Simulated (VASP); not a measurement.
Wanted: the native input for a VASP 6.6.1 run.

```yaml
Task: single point
Functional: LDA
Potentials_or_basis: VASP PAW LDA potentials, release 64 (Al, Ga_d, N)
Cutoff: 520 eV
k_mesh: 8 × 8 × 6
Occupations: gaussian, width 0.02 eV
Spin: no spin polarisation
Dipole_correction: no
Further_INCAR_settings: ALGO = Normal; EDIFF = 1e-06; NBANDS = 21
```

The structure of AlGaN2 lies in POSCAR:

```
AlGaN2
1.0
    3.1152864675      0.0000000000      0.0000000000
    0.0000000000      3.1152864675      0.0000000000
    0.0000000000      0.0000000000      4.3843301977
Al Ga N
1 1 2
Direct
    0.5000000000      0.5000000000      0.5000000000
    0.0000000000      0.0000000000      0.0000000000
    0.5000000000      0.0000000000      0.7400513251
    0.0000000000      0.5000000000      0.2599486749
```

One way to write it, as run:

INCAR

```
SYSTEM = AlGaN2
  ALGO = Normal
  EDIFF = 1E-6
  ENCUT = 520
  GGA = CA
  ISIF = 2
  ISMEAR = 0
  LASPH = .True.
  LCHARG = .False.
  LREAL = .False.
  LWAVE = .False.
  NBANDS = 21
  NELM = 60
  PREC = Accurate
  SIGMA = 0.02
```

KPOINTS

```
k-points
0
Gamma
  8 8 6
  0 0 0
```

Potentials or basis: VASP PAW LDA potentials, release 64 (Al, Ga_d, N).

Launch:

```bash
$ cat potpaw_LDA.64/Al/POTCAR potpaw_LDA.64/Ga_d/POTCAR potpaw_LDA.64/N/POTCAR > POTCAR
$ mpirun -np 1 vasp_std > vasp.out
```

Results of the run:

```
Pressure               : 0.9 GPa
Largest force          : 0.030 eV/Å
Band gap on the k mesh : 3.07 eV, direct
```

Wall time 84 s on 1 thread of AMD EPYC 7R13 (shared host), peak memory 0.15 GiB.
